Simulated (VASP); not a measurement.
# Si (P-3m1) in VASP: single point with PBE

Aim: the single point of Si with PBE.

All numbers are computed with VASP 6.6.1; they aren't measurements. Logs are shortened: lines on timing, memory, paths and dates and some standing lists are left out, and cuts for length are marked.

**1. The cell of the first run**

The structure is trigonal, space group P-3m1 (No. 164). Conventional cell: a = 2.666 Å, b = 2.666 Å, c = 4.506 Å, α = 90.00°, β = 90.00°, γ = 120.00°. Si (site symmetry 3m) has 12 Si at 2.55 to 2.92 Å within 3.4 Å.

**2. Single point, PBE (one atom moved)**

The input, INCAR:

```
ALGO = Normal
EDIFF = 1E-7
ENCUT = 520
GGA = PE
ISIF = 2
ISMEAR = 0
LASPH = T
LCHARG = F
LREAL = F
LWAVE = F
NBANDS = 11
NELM = 100
PREC = Accurate
SIGMA = 0.1
```

The input, KPOINTS:

```
k-points
0
Gamma
  15 15 8
```

The input, POSCAR:

```
Si
1.0
    2.6655775094      0.0000000000      0.0000000000
   -1.3327887547      2.3084578389      0.0000000000
    0.0000000000      0.0000000000      4.5062692700
Si
2
Direct
    0.3333333300      0.6666666700      0.2500000000
    0.6666666700      0.3333333300      0.7999304384
```

Potentials or basis: VASP PAW PBE potentials, release 64 (Si).

Started as:

```bash
$ cat potpaw_PBE.64/Si/POTCAR > POTCAR
$ mpirun -np 1 vasp_std > vasp.out
```

OUTCAR:

```text
EDIFF = 1E-7
   ENCUT = 520
   GGA = PE
   ISIF = 2
   ISMEAR = 0
   LASPH = T
   LREAL = F
   NELM = 100
   PREC = Accurate

 ion  position               nearest neighbor table
   1  0.333  0.667  0.250-   2 2.55   2 2.55   2 2.55   2 2.92   2 2.92   2 2.92
   2  0.667  0.333  0.800-   1 2.55   1 2.55   1 2.55   1 2.92   1 2.92   1 2.92

  LATTYP: Found a hexagonal cell.
 ALAT       =     2.6655775094
 C/A-ratio  =     1.6905414508

  Lattice vectors:

 A1 = (   2.6655775094,   0.0000000000,   0.0000000000)
 A2 = (  -1.3327887547,   2.3084578389,   0.0000000000)
 A3 = (   0.0000000000,   0.0000000000,   4.5062692700)

Analysis of symmetry for initial positions (statically):
=====================================================================
 Subroutine PRICEL returns:
 Original cell was already a primitive cell.

 Routine SETGRP: Setting up the symmetry group for a
 hexagonal supercell.

 Subroutine GETGRP returns: Found 12 space group operations
 (whereof  6 operations were pure point group operations)
 out of a pool of 24 trial point group operations.

The static configuration has the point symmetry C_3v.
 The point group associated with its full space group is D_3d.

Analysis of symmetry for dynamics (positions and initial velocities):
=====================================================================
 Subroutine PRICEL returns:
 Original cell was already a primitive cell.

 Routine SETGRP: Setting up the symmetry group for a
 hexagonal supercell.

 Subroutine GETGRP returns: Found 12 space group operations
 (whereof  6 operations were pure point group operations)
 out of a pool of 24 trial point group operations.

The dynamic configuration has the point symmetry C_3v.
 The point group associated with its full space group is D_3d.

 Subroutine INISYM returns: Found 12 space group operations
 (whereof  6 operations are pure point group operations),
 and found     1 'primitive' translations

----------------------------------------------------------------------------------------

                                     Primitive cell

  volume of cell :      27.7288

  direct lattice vectors                    reciprocal lattice vectors
     2.665577509  0.000000000  0.000000000     0.375153225  0.216594816  0.000000000
    -1.332788755  2.308457839  0.000000000     0.000000000  0.433189631  0.000000000
     0.000000000  0.000000000  4.506269270     0.000000000  0.000000000  0.221913059

  length of vectors
     2.665577509  2.665577509  4.506269270     0.433189631  0.433189631  0.221913059

  position of ions in fractional coordinates (direct lattice)
     0.333333330  0.666666670  0.250000000
     0.666666670  0.333333330  0.799930438

  ion indices of the primitive-cell ions
   primitive index   ion index
                 1           1
                 2           2

----------------------------------------------------------------------------------------

 KPOINTS: k-points

Automatic generation of k-mesh.
 Grid dimensions read from file:
 generate k-points for:   15   15    8

 Generating k-lattice:

  Cartesian coordinates                     Fractional coordinates (reciprocal lattice)
     0.025010215  0.014439654  0.000000000     0.066666667  0.000000000  0.000000000
     0.000000000  0.028879309  0.000000000     0.000000000  0.066666667  0.000000000
     0.000000000  0.000000000  0.027739132     0.000000000  0.000000000  0.125000000

  Length of vectors
     0.028879309  0.028879309  0.027739132

  Shift w.r.t. Gamma in fractional coordinates (k-lattice)
     0.000000000  0.000000000  0.000000000

 Subroutine IBZKPT returns following result:
 ===========================================

 Found    192 irreducible k-points:

 Following reciprocal coordinates:
            Coordinates               Weight
  0.000000  0.000000  0.000000      1.000000
  0.066667  0.000000  0.000000      6.000000
  0.133333  0.000000  0.000000      6.000000
  0.200000 -0.000000  0.000000      6.000000
  0.266667  0.000000  0.000000      6.000000
  0.333333  0.000000  0.000000      6.000000
[... 16 lines left out ...]
  0.333333  0.200000  0.000000     12.000000
  0.400000  0.200000  0.000000      6.000000
 [... further k-points ...]
   k-points           NKPTS =    192   k-points in BZ     NKDIM =    192   number of bands    NBANDS=     11
   number of dos      NEDOS =    301   number of ions     NIONS =      2
   total plane-waves  NPLWV =  14400
   dimension x,y,z NGX =    20 NGY =   20 NGZ =   36
   dimension x,y,z NGXF=    40 NGYF=   40 NGZF=   72
   ions per type =               2
   NGX,Y,Z   is equivalent  to a cutoff of  12.47, 12.47, 13.28 a.u.
   NGXF,Y,Z  is equivalent  to a cutoff of  24.95, 24.95, 26.56 a.u.
 SYSTEM =  unknown system
   PREC   = accura    normal or accurate (medium, high low for compatibility)
   ISTART =      0    job   : 0-new  1-cont  2-samecut
   ICHARG =      2    charge: 1-file 2-atom 10-const
   ISPIN  =      1    spin polarized calculation?
   LNONCOLLINEAR =      F non collinear calculations
   LSORBIT =      F    spin-orbit coupling
   LASPH  =      T    aspherical Exc in radial PAW
   ENCUT  =  520.0 eV  38.22 Ry    6.18 a.u.   4.96  4.96  8.38*2*pi/ulx,y,z
   NELM   =    100;   NELMIN=  2; NELMDL= -5     # of ELM steps
   EDIFF  = 0.1E-06   stopping-criterion for ELM
   LREAL  =      F    real-space projection
   EDIFFG = 0.1E-05   stopping-criterion for IOM
   NSW    =      0    number of steps for IOM
   IBRION =     -1    ionic relax: 0-MD 1-quasi-New 2-CG
   NFREE  =      0    steps in history (QN), initial steepest desc. (CG)
   ISIF   =      2    stress and relaxation
   ISYM   =      2    0-nonsym 1-usesym 2-fastsym
   POTIM  = 0.5000    time-step for ionic-motion
   TEBEG  =    0.0;   TEEND  =   0.0 temperature during run
   PSTRESS=    0.0 pullay stress
   NELECT =       8.0000    total number of electrons
   NUPDOWN=      -1.0000    fix difference up-down
   EMIN   =  10.00;   EMAX   =-10.00  energy-range for DOS
   EFERMI =   0.00;   METHOD = LEGACY
   ISMEAR =     0;   SIGMA  =   0.10  broadening in eV -4-tet -1-fermi 0-gaus
   EFERMI_NEDOS =   21; number of points for ismear=-14 and -15
   IALGO  =     38    algorithm
   IMIX   =      4    mixing-type and parameters
     AMIX     =   0.40;   BMIX     =  1.00
     AMIX_MAG =   1.60;   BMIX_MAG =  1.00
  volume/ion in A,a.u.               =      13.86        93.56
  Fermi-wavevector in a.u.,A,eV,Ry     =   1.081753  2.044216 15.921389  1.170189
  Thomas-Fermi vector in A             =   2.217777
   LORBIT       =      0    0 simple, 1 ext, 2 COOP (PROOUT), +10 PAW based schemes
   GGA     = PE    functional components
   LHFCALC =     F    Hartree Fock is set to
   AEXX    =    0.0000 exact exchange contribution
   IVDW    =     0    specifies the selected vdW correction
   LEPSILON=     F    determine dielectric tensor
   LRPA    =     F    only Hartree local field effects (RPA)
 non-spin polarized calculation
 Gauss-broadening in eV      SIGMA  =   0.10
  energy-cutoff  :      520.00
  volume of cell :       27.73
 maximum number of plane-waves:       771
   NGX =  9   NGY =  9   NGZ = 17

 number of electron       8.0000000 magnetization

 Free energy of the ion-electron system (eV)
  ---------------------------------------------------
  ext. energy  EPLUGINS =         0.00000000
  ---------------------------------------------------
  free energy    TOTEN  =        -9.71854614 eV

  energy without entropy =       -9.71441761  energy(sigma->0) =       -9.71648187

 E-fermi :  10.7188     XC(G=0): -11.3443

 val. band max:       10.7142902237   @ k =   0.3333   0.1333   0.1250
 cond. band min:      10.7319086811   @ k =   0.3333   0.3333   0.0000
 fundamental gap:      0.0176184574
 Fermi energy:        10.7188235822

 k-point     1 :       0.0000    0.0000    0.0000
  band No.  band energies     occupation
      1      -4.3230      2.00000
      2       2.5076      2.00000
      3       3.5041      2.00000
      4      19.5123      0.00000
      5      19.5123      0.00000
      6      20.8724      0.00000
      7      20.8724      0.00000
      8      21.5830      0.00000
      9      21.8798      0.00000
     10      24.2689      0.00000
     11      24.9664      0.00000

 k-point     2 :       0.0667    0.0000    0.0000
  band No.  band energies     occupation
      1      -4.2019      2.00000
      2       2.6270      2.00000
      3       3.6186      2.00000
      4      17.7604      0.00000
      5      18.5900      0.00000
      6      20.4231      0.00000
      7      21.6421      0.00000
      8      21.9116      0.00000
      9      22.6774      0.00000
     10      23.3221      0.00000
     11      24.0361      0.00000

 k-point     3 :       0.1333    0.0000    0.0000
  band No.  band energies     occupation
      1      -3.8392      2.00000
      2       2.9843      2.00000
      3       3.9616      2.00000
      4      15.0884      0.00000
      5      17.3947      0.00000
      6      19.5197      0.00000
      7      20.8567      0.00000
      8      21.2911      0.00000
      9      22.4159      0.00000
     10      23.4494      0.00000
     11      23.9607      0.00000

 k-point     4 :       0.2000   -0.0000    0.0000
  band No.  band energies     occupation
      1      -3.2363      2.00000
      2       3.5767      2.00000
      3       4.5323      2.00000
      4      12.4101      0.00000
      5      16.3618      0.00000
      6      18.4545      0.00000
      7      18.6167      0.00000
      8      19.5580      0.00000
      9      21.6243      0.00000
     10      23.3334      0.00000
     11      23.8993      0.00000

 k-point     5 :       0.2667    0.0000    0.0000
  band No.  band energies     occupation
      1      -2.3957      2.00000
      2       4.3983      2.00000
      3       5.3282      2.00000
      4       9.8643      2.00000
      5      15.5273      0.00000
      6      16.1252      0.00000
      7      17.2495      0.00000
      8      17.8195      0.00000
      9      20.8892      0.00000
     10      23.4098      0.00000
     11      23.5389      0.00000
[... 211 lines left out ...]
 k-point    21 :       0.2000    0.2000    0.0000
  band No.  band energies     occupation
      1      -1.0824      2.00000
      2       5.6663      2.00000
      3       6.5698      2.00000
      4       9.1851      2.00000
      5       9.6750      2.00000
      6      15.4643      0.00000
      7      15.9129      0.00000
      8      16.1268      0.00000
      9      18.2630      0.00000
     10      23.7465      0.00000
     11      24.5179      0.00000

 k-point    22 :       0.2667    0.2000    0.0000
  band No.  band energies     occupation
      1       0.1022      2.00000
      2       6.6366      2.00000
      3       7.2904      2.00000
      4       7.6909      2.00000
      5       8.9126      2.00000
      6      13.5773      0.00000
      7      14.3633      0.00000
      8      15.2824      0.00000
      9      17.1484      0.00000
     10      23.7057      0.00000
     11      26.0610      0.00000

 k-point    23 :       0.3333    0.2000    0.0000
  band No.  band energies     occupation
      1       1.5069      2.00000
      2       5.0282      2.00000
      3       8.1102      2.00000
      4       8.6348      2.00000
      5       8.9935      2.00000
      6      11.6640      0.00000
      7      12.6081      0.00000
      8      14.9419      0.00000
      9      16.6200      0.00000
     10      23.4748      0.00000
     11      27.1412      0.00000

 k-point    24 :       0.4000    0.2000    0.0000
  band No.  band energies     occupation
      1       2.8872      2.00000
      2       3.4432      2.00000
      3       8.3338      2.00000
      4       9.5469      2.00000
      5      10.0599      2.00000
      6      10.1186      2.00000
      7      11.4555      0.00000
      8      14.8318      0.00000
      9      16.4611      0.00000
     10      23.3910      0.00000
     11      27.8483      0.00000

 [... further k-points ...]
[... 5 lines left out ...]
  --------------------------------------------------------------------------------------
  -------------------------------------------------------------------------------------
  Total        0.8864714      0.8864714      1.4574190      0.0000000      0.0000000      0.0000000
  in kB       51.2206298     51.2206298     84.2101803      0.0000000      0.0000000      0.0000000
  external PRESSURE =      62.2171466 kB  Pullay stress =       0.0000000 kB

 VOLUME and BASIS-vectors are now :
 -----------------------------------------------------------------------------
  energy-cutoff  :      520.00
  volume of cell :       27.73
      direct lattice vectors                 reciprocal lattice vectors
     2.665577509  0.000000000  0.000000000     0.375153225  0.216594816  0.000000000
    -1.332788755  2.308457839  0.000000000     0.000000000  0.433189631  0.000000000
     0.000000000  0.000000000  4.506269270     0.000000000  0.000000000  0.221913059

 POSITION                                       TOTAL-FORCE (eV/Angst)
 -----------------------------------------------------------------------------------
     -0.00000      1.53897      1.12657        -0.000000      0.000000      1.111296
      1.33279      0.76949      3.60470         0.000000      0.000000     -1.111296
 -----------------------------------------------------------------------------------
    total drift:                               -0.000000      0.000000     -0.000000

  FREE ENERGIE OF THE ION-ELECTRON SYSTEM (eV)
  ---------------------------------------------------
  free  energy   TOTEN  =        -9.7185461405 eV

  energy  without entropy=       -9.7144176056  energy(sigma->0) =       -9.71648187
```

Run time: 36 s. Hardware: 1 thread of Intel Xeon Platinum 8488C (Sapphire Rapids), shared host; peak memory 0.17 GiB.

What came out:

- Free energy: -9.7185 eV
- Pressure: 6.2 GPa
- Largest force: 1.111 eV/Å
- Band gap on the k mesh: zero (band 4 reaches 19.51 eV, above the bottom of band 5 at 7.19 eV)

Forces in eV/Å, atoms in the order of the input:
```
Si   0.000  0.000  1.111
Si   0.000  0.000 -1.111
```

Stress tensor (GPa, compression positive):
```
5.12 0.00 0.00
0.00 5.12 0.00
0.00 0.00 8.42
```

Caveat: the cell differs from its parent crystal (one atom moved); forces of over 1 eV/Å act on the atoms, so gaps and moduli don't describe the material at rest.
